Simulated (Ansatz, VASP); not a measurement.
**V: VASP beside Ansatz**

The input INCAR:

```
PREC = Accurate ; ENCUT = 520
EDIFF = 1E-6 ; ISMEAR = -1
SIGMA = 0.05 ; LREAL = F
LASPH = T ; NELM = 150
ALGO = Normal ; ISIF = 2
LWAVE = F ; LCHARG = F
ISPIN = 2 ; MAGMOM = 1
LORBIT = 11 ; NUPDOWN = 1.0
LMAXMIX = 4 ; GGA = PS
NBANDS = 16
```

File KPOINTS:

```
Automatic mesh
0
Gamma
  10 10 10
```

The input POSCAR:

```
V
1.0
   -1.5143500000      1.5143500000      1.5143500000
    1.5143500000     -1.5143500000      1.5143500000
    1.5143500000      1.5143500000     -1.5143500000
V
1
Direct
    0.0000000000      0.0000000000      0.0000000000
```

Contents of input.yaml:

```yaml
crystal:
  lattice:
    - [-1.51435, 1.51435, 1.51435]
    - [1.51435, -1.51435, 1.51435]
    - [1.51435, 1.51435, -1.51435]
  atoms:
    - { symbol: V, position: [0.0, 0.0, 0.0], spin: 1.0 }
hamiltonian:
  xc: pbesol
  pseudopotentials: { kind: paw }
magnetization:
  spin_polarized: true
  initial_magnetization: 1.0
  spin_locking: { lock_magnetization: hard }
kpoints:
  mp_grid: { grid: [10, 10, 10] }
scf:
  occupations: { method: fermi_dirac, width: 0.05 }
  lower_state_search: "off"
output:
  forces: true
  stress: true
  eigenvalues: true
```

Alike in both runs: task single point; functional PBEsol; k mesh 10 × 10 × 10; occupations fermi-dirac, width 0.05 eV; collinear spin; fixed moment 1 μB.

|  | VASP | Ansatz |
| --- | --- | --- |
| version | VASP 6.6.1 | Ansatz 0.2.0 |
| potentials or method | VASP PAW PBE potentials, release 64 (V_sv) | Ansatz PAW |
| plane-wave cutoff (eV) | 520 | 420 |
| valence electrons in the cell | 13 | 13 |

Ansatz gave:

```
pressure (GPa)                                                : -7.3
net moment per atom (μB)                                      : 1.00
size of the moment on the site where the two differ most (μB) : 0.78
```

Problem. Estimate VASP's values.

Solution. Pressure (GPa): -7.2; net moment per atom (μB): 1.00; size of the moment on the site where the two differ most (μB): 0.82.

VASP's potentials were made for PBE, not for PBEsol. Site moments also hang on the region over which each program counts them. With one functional, cell and mesh, what is left measures potentials, basis and numerics.
